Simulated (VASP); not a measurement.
# Al (P6_3/mmc) in VASP: a series of runs

The runs below take Al through single point, with PBE.

Everything below comes from runs of VASP 6.6.1. Logs are shortened: lines on timing, memory, paths and dates and some standing lists are left out, and cuts for length are marked.

### 1 The cell of the first run

Symmetry: P6_3/mmc, No. 194, hexagonal system. Conventional cell: a = 2.767 Å, b = 2.767 Å, c = 9.195 Å, α = 90.00°, β = 90.00°, γ = 120.00°. Al (site symmetry -3m) has 12 Al at 2.77 to 2.80 Å within 3.6 Å. Within 3.6 Å of Al (site symmetry -6m2) lie 12 Al at 2.77 to 2.80 Å.

This isn't the form of Al at room conditions, which is fcc.

### 2 Single point, PBE (15.24 Å³/atom)

INCAR

```
SYSTEM = Al
PREC     = Accurate       ! precision mode
ENCUT    = 520            ! plane-wave cutoff, eV
EDIFF    = 1E-6           ! SCF threshold, eV
ISMEAR   = -1             ! smearing method
SIGMA    = 0.1            ! smearing width, eV
LREAL    = .False.        ! projectors in reciprocal space
LASPH    = .True.         ! aspherical terms in the spheres
NELM     = 80             ! most SCF steps
ALGO     = Normal         ! electronic algorithm
ISIF     = 2              ! what is computed and relaxed
LWAVE    = .False.        ! write WAVECAR
LCHARG   = .True.         ! write CHGCAR
GGA      = PE             ! functional
LELF     = .True.         ! ELF
LVHAR    = .True.       
NBANDS   = 14             ! bands
```

KPOINTS

```
Automatic mesh
0
Gamma
  17 17 5
  0 0 0
```

POSCAR

```
Al
1.0
    2.7665499812      0.0000000000      0.0000000000
   -1.3832749906      2.3959025646      0.0000000000
    0.0000000000      0.0000000000      9.1949491082
Al
4
Direct
    0.0000000000      0.0000000000      1.0000000000
    0.0000000000      0.0000000000      0.5000000000
    0.3333333333      0.6666666667      0.2500000000
    0.6666666667      0.3333333333      0.7500000000
```

Potentials or basis: VASP PAW PBE potentials, release 64 (Al).

Launch:

```bash
$ cat potpaw_PBE.64/Al/POTCAR > POTCAR
$ mpirun -np 1 vasp_std > vasp.out
```

OUTCAR:

```text
SYSTEM = Al
   PREC = Accurate
   ENCUT = 520
   EDIFF = 1E-6
   ISMEAR = -1
   LREAL = .False.
   LASPH = .True.
   NELM = 80
   ISIF = 2
   GGA = PE

 ion  position               nearest neighbor table
   1  0.000  0.000  0.000-   3 2.80   4 2.80   4 2.80   3 2.80   4 2.80   3 2.80
   2  0.000  0.000  0.500-   3 2.80   4 2.80   4 2.80   3 2.80   4 2.80   3 2.80
   3  0.333  0.667  0.250-   1 2.80   2 2.80   1 2.80   2 2.80   1 2.80   2 2.80
   4  0.667  0.333  0.750-   1 2.80   2 2.80   1 2.80   2 2.80   1 2.80   2 2.80

  LATTYP: Found a hexagonal cell.
 ALAT       =     2.7665499812
 C/A-ratio  =     3.3236157563

  Lattice vectors:

 A1 = (   2.7665499812,   0.0000000000,   0.0000000000)
 A2 = (  -1.3832749906,   2.3959025646,   0.0000000000)
 A3 = (   0.0000000000,   0.0000000000,   9.1949491082)

Analysis of symmetry for initial positions (statically):
=====================================================================
 Subroutine PRICEL returns:
 Original cell was already a primitive cell.

 Routine SETGRP: Setting up the symmetry group for a
 hexagonal supercell.

 Subroutine GETGRP returns: Found 24 space group operations
 (whereof 12 operations were pure point group operations)
 out of a pool of 24 trial point group operations.

The static configuration has the point symmetry D_3d.
 The point group associated with its full space group is D_6h.

Analysis of symmetry for dynamics (positions and initial velocities):
=====================================================================
 Subroutine PRICEL returns:
 Original cell was already a primitive cell.

 Routine SETGRP: Setting up the symmetry group for a
 hexagonal supercell.

 Subroutine GETGRP returns: Found 24 space group operations
 (whereof 12 operations were pure point group operations)
 out of a pool of 24 trial point group operations.

The dynamic configuration has the point symmetry D_3d.
 The point group associated with its full space group is D_6h.

 Subroutine INISYM returns: Found 24 space group operations
 (whereof 12 operations are pure point group operations),
 and found     1 'primitive' translations

----------------------------------------------------------------------------------------

                                     Primitive cell

  volume of cell :      60.9477

  direct lattice vectors                    reciprocal lattice vectors
     2.766549981  0.000000000  0.000000000     0.361461028  0.208689622  0.000000000
    -1.383274991  2.395902565  0.000000000     0.000000000  0.417379244  0.000000000
     0.000000000  0.000000000  9.194949108     0.000000000  0.000000000  0.108755360

  length of vectors
     2.766549981  2.766549981  9.194949108     0.417379244  0.417379244  0.108755360

  position of ions in fractional coordinates (direct lattice)
     0.000000000  0.000000000  0.000000000
     0.000000000  0.000000000  0.500000000
     0.333333333  0.666666667  0.250000000
     0.666666667  0.333333333  0.750000000

  ion indices of the primitive-cell ions
   primitive index   ion index
                 1           1
                 2           2
                 3           3
                 4           4

----------------------------------------------------------------------------------------

 KPOINTS: Automatic mesh

Automatic generation of k-mesh.
 Grid dimensions read from file:
 generate k-points for:   17   17    5

 Generating k-lattice:

  Cartesian coordinates                     Fractional coordinates (reciprocal lattice)
     0.021262413  0.012275860  0.000000000     0.058823529  0.000000000  0.000000000
     0.000000000  0.024551720  0.000000000     0.000000000  0.058823529  0.000000000
     0.000000000  0.000000000  0.021751072     0.000000000  0.000000000  0.200000000

  Length of vectors
     0.024551720  0.024551720  0.021751072

  Shift w.r.t. Gamma in fractional coordinates (k-lattice)
     0.000000000  0.000000000  0.000000000

 Subroutine IBZKPT returns following result:
 ===========================================

 Found     99 irreducible k-points:

 Following reciprocal coordinates:
            Coordinates               Weight
  0.000000  0.000000  0.000000      1.000000
  0.058824  0.000000  0.000000      6.000000
  0.117647 -0.000000  0.000000      6.000000
  0.176471  0.000000  0.000000      6.000000
  0.235294 -0.000000  0.000000      6.000000
  0.294118 -0.000000  0.000000      6.000000
[... 16 lines left out ...]
  0.411765  0.117647  0.000000     12.000000
  0.176471  0.176471  0.000000      6.000000
 [... further k-points ...]
   k-points           NKPTS =     99   k-points in BZ     NKDIM =     99   number of bands    NBANDS=     14
   number of dos      NEDOS =    301   number of ions     NIONS =      4
   total plane-waves  NPLWV =  40320
   dimension x,y,z NGX =    24 NGY =   24 NGZ =   70
   dimension x,y,z NGXF=    48 NGYF=   48 NGZF=  140
   ions per type =               4
   NGX,Y,Z   is equivalent  to a cutoff of  14.42, 14.42, 12.66 a.u.
   NGXF,Y,Z  is equivalent  to a cutoff of  28.84, 28.84, 25.31 a.u.
 SYSTEM =  Al
   PREC   = accura    normal or accurate (medium, high low for compatibility)
   ISTART =      0    job   : 0-new  1-cont  2-samecut
   ICHARG =      2    charge: 1-file 2-atom 10-const
   ISPIN  =      1    spin polarized calculation?
   LNONCOLLINEAR =      F non collinear calculations
   LSORBIT =      F    spin-orbit coupling
   LASPH  =      T    aspherical Exc in radial PAW
   ENCUT  =  520.0 eV  38.22 Ry    6.18 a.u.   5.14  5.14 17.10*2*pi/ulx,y,z
   NELM   =     80;   NELMIN=  2; NELMDL= -5     # of ELM steps
   EDIFF  = 0.1E-05   stopping-criterion for ELM
   LREAL  =      F    real-space projection
   EDIFFG = 0.1E-04   stopping-criterion for IOM
   NSW    =      0    number of steps for IOM
   IBRION =     -1    ionic relax: 0-MD 1-quasi-New 2-CG
   NFREE  =      0    steps in history (QN), initial steepest desc. (CG)
   ISIF   =      2    stress and relaxation
   ISYM   =      2    0-nonsym 1-usesym 2-fastsym
   POTIM  = 0.5000    time-step for ionic-motion
   TEBEG  =    0.0;   TEEND  =   0.0 temperature during run
   PSTRESS=    0.0 pullay stress
   NELECT =      12.0000    total number of electrons
   NUPDOWN=      -1.0000    fix difference up-down
   EMIN   =  10.00;   EMAX   =-10.00  energy-range for DOS
   EFERMI =   0.00;   METHOD = LEGACY
   ISMEAR =    -1;   SIGMA  =   0.10  broadening in eV -4-tet -1-fermi 0-gaus
   EFERMI_NEDOS =   21; number of points for ismear=-14 and -15
   IALGO  =     38    algorithm
   IMIX   =      4    mixing-type and parameters
     AMIX     =   0.40;   BMIX     =  1.00
     AMIX_MAG =   1.60;   BMIX_MAG =  1.00
  volume/ion in A,a.u.               =      15.24       102.82
  Fermi-wavevector in a.u.,A,eV,Ry     =   0.952393  1.799762 12.341200  0.907053
  Thomas-Fermi vector in A             =   2.080952
   LORBIT       =      0    0 simple, 1 ext, 2 COOP (PROOUT), +10 PAW based schemes
   GGA     = PE    functional components
   LHFCALC =     F    Hartree Fock is set to
   AEXX    =    0.0000 exact exchange contribution
   IVDW    =     0    specifies the selected vdW correction
   LEPSILON=     F    determine dielectric tensor
   LRPA    =     F    only Hartree local field effects (RPA)
 non-spin polarized calculation
  energy-cutoff  :      520.00
  volume of cell :       60.95
 maximum number of plane-waves:      1655
 NGX is ok and might be reduce to    24
   NGX = 11   NGY = 11   NGZ = 35

 number of electron      12.0000000 magnetization

 Free energy of the ion-electron system (eV)
  ---------------------------------------------------
  ext. energy  EPLUGINS =         0.00000000
  ---------------------------------------------------
  free energy    TOTEN  =       -14.83686562 eV

  energy without entropy =      -14.78765469  energy(sigma->0) =      -14.81226015

 E-fermi :   8.8569     XC(G=0): -10.4888

 val. band max:        8.8545652469   @ k =   0.1176  -0.0000   0.4000
 cond. band min:       8.8813290887   @ k =   0.4706   0.0588   0.2000
 fundamental gap:      0.0267638417
 Fermi energy:         8.8568782073

 k-point     1 :       0.0000    0.0000    0.0000
  band No.  band energies     occupation
      1      -2.8412      2.00000
      2      -1.1023      2.00000
      3      -1.1022      2.00000
      4       3.8434      2.00000
      5       4.1433      2.00000
      6      12.1187      0.00000
      7      12.1306      0.00000
      8      20.4351      0.00000
      9      20.4351      0.00000
     10      20.4989      0.00000
     11      20.4989      0.00000
     12      21.3341      0.00000
     13      21.4069      0.00000
     14      21.4582      0.00000

 k-point     2 :       0.0588    0.0000    0.0000
  band No.  band energies     occupation
      1      -2.7521      2.00000
      2      -1.0144      2.00000
      3      -1.0142      2.00000
      4       3.9257      2.00000
      5       4.2299      2.00000
      6      12.1897      0.00000
      7      12.2043      0.00000
      8      18.5381      0.00000
      9      19.2676      0.00000
     10      19.8445      0.00000
     11      19.9516      0.00000
     12      20.5674      0.00000
     13      20.6574      0.00000
     14      20.6799      0.00000

 k-point     3 :       0.1176   -0.0000    0.0000
  band No.  band energies     occupation
      1      -2.4849      2.00000
      2      -0.7508      2.00000
      3      -0.7505      2.00000
      4       4.1726      2.00000
      5       4.4882      2.00000
      6      12.3907      0.00000
      7      12.4190      0.00000
      8      16.2554      0.00000
      9      17.6102      0.00000
     10      17.7201      0.00000
     11      18.2176      0.00000
     12      19.6328      0.00000
     13      19.6663      0.00000
     14      19.6709      0.00000

 k-point     4 :       0.1765    0.0000    0.0000
  band No.  band energies     occupation
      1      -2.0409      2.00000
      2      -0.3128      2.00000
      3      -0.3123      2.00000
      4       4.5840      2.00000
      5       4.9139      2.00000
      6      12.5978      0.00000
      7      12.7344      0.00000
      8      14.1433      0.00000
      9      15.3750      0.00000
     10      15.5434      0.00000
     11      17.3185      0.00000
     12      18.4697      0.00000
     13      18.7850      0.00000
     14      18.7852      0.00000

 k-point     5 :       0.2353   -0.0000    0.0000
  band No.  band energies     occupation
      1      -1.4219      2.00000
      2       0.2977      2.00000
      3       0.2985      2.00000
      4       5.1597      2.00000
      5       5.4966      2.00000
      6      11.5184      0.00000
      7      12.6743      0.00000
      8      13.1746      0.00000
      9      13.6370      0.00000
     10      13.9876      0.00000
     11      16.5707      0.00000
[... 276 lines left out ...]
 k-point    22 :       0.3529    0.1176    0.0000
  band No.  band energies     occupation
      1       1.7137      2.00000
      2       3.3762      2.00000
      3       3.3831      2.00000
      4       5.9560      2.00000
      5       7.5938      1.99999
      6       7.6115      1.99999
      7       8.2924      1.99295
      8       8.8521      1.02407
      9      11.5184      0.00000
     10      12.3351      0.00000
     11      13.0822      0.00000
     12      13.3838      0.00000
     13      13.8789      0.00000
     14      16.5701      0.00000

 k-point    23 :       0.4118    0.1176    0.0000
  band No.  band energies     occupation
      1       2.9942      2.00000
      2       4.3963      2.00000
      3       4.5965      2.00000
      4       4.6099      2.00000
      5       6.1973      2.00000
      6       6.2050      2.00000
      7       9.3874      0.00988
      8       9.7862      0.00018
      9      10.8092      0.00000
     10      10.8275      0.00000
     11      12.4508      0.00000
     12      13.2263      0.00000
     13      13.5635      0.00000
     14      17.4344      0.00000

 k-point    24 :       0.1765    0.1765    0.0000
  band No.  band energies     occupation
      1      -0.4553      2.00000
      2       1.2504      2.00000
      3       1.2521      2.00000
      4       6.0628      2.00000
      5       6.3745      2.00000
      6      10.9131      0.00000
      7      11.2648      0.00000
      8      12.2713      0.00000
      9      12.2762      0.00000
     10      12.7036      0.00000
     11      13.3619      0.00000
     12      14.5499      0.00000
     13      15.0878      0.00000
     14      17.1168      0.00000

 [... further k-points ...]

------------------------ aborting loop because EDIFF is reached ----------------------------------------

  FORCE on cell =-STRESS in cart. coord.  units (eV):
  Direction    XX          YY          ZZ          XY          YZ          ZX
  --------------------------------------------------------------------------------------
  -------------------------------------------------------------------------------------
  Total        3.1403062      3.1403062      2.5816778      0.0000000      0.0000000      0.0000000
  in kB       82.5516164     82.5516164     67.8665253      0.0000000      0.0000000      0.0000000
  external PRESSURE =      77.6565860 kB  Pullay stress =       0.0000000 kB

 VOLUME and BASIS-vectors are now :
 -----------------------------------------------------------------------------
  energy-cutoff  :      520.00
  volume of cell :       60.95
      direct lattice vectors                 reciprocal lattice vectors
     2.766549981  0.000000000  0.000000000     0.361461028  0.208689622  0.000000000
    -1.383274991  2.395902565  0.000000000     0.000000000  0.417379244  0.000000000
     0.000000000  0.000000000  9.194949108     0.000000000  0.000000000  0.108755360

 POSITION                                       TOTAL-FORCE (eV/Angst)
 -----------------------------------------------------------------------------------
      0.00000      0.00000      0.00000         0.000000      0.000000     -0.000000
      0.00000      0.00000      4.59747         0.000000      0.000000     -0.000000
     -0.00000      1.59727      2.29874        -0.000000      0.000000     -0.000000
      1.38327      0.79863      6.89621         0.000000     -0.000000      0.000000
 -----------------------------------------------------------------------------------
    total drift:                                0.000000     -0.000000      0.000000

  FREE ENERGIE OF THE ION-ELECTRON SYSTEM (eV)
  ---------------------------------------------------
  free  energy   TOTEN  =       -14.8368656205 eV

  energy  without entropy=      -14.7876546860  energy(sigma->0) =      -14.81226015
```

It took 39 s on 1 thread of AMD EPYC 9R45 (Zen 5), shared host; peak memory 0.18 GiB.

What came out:

```yaml
Free_energy: -14.8369 eV
Pressure: 7.8 GPa
Band_gap_on_the_k_mesh: zero (bands 6 and 7 overlap by 5.59 eV)
```

Caveat: the cell stands under pressure.

(Continued in part 2 of 2.)
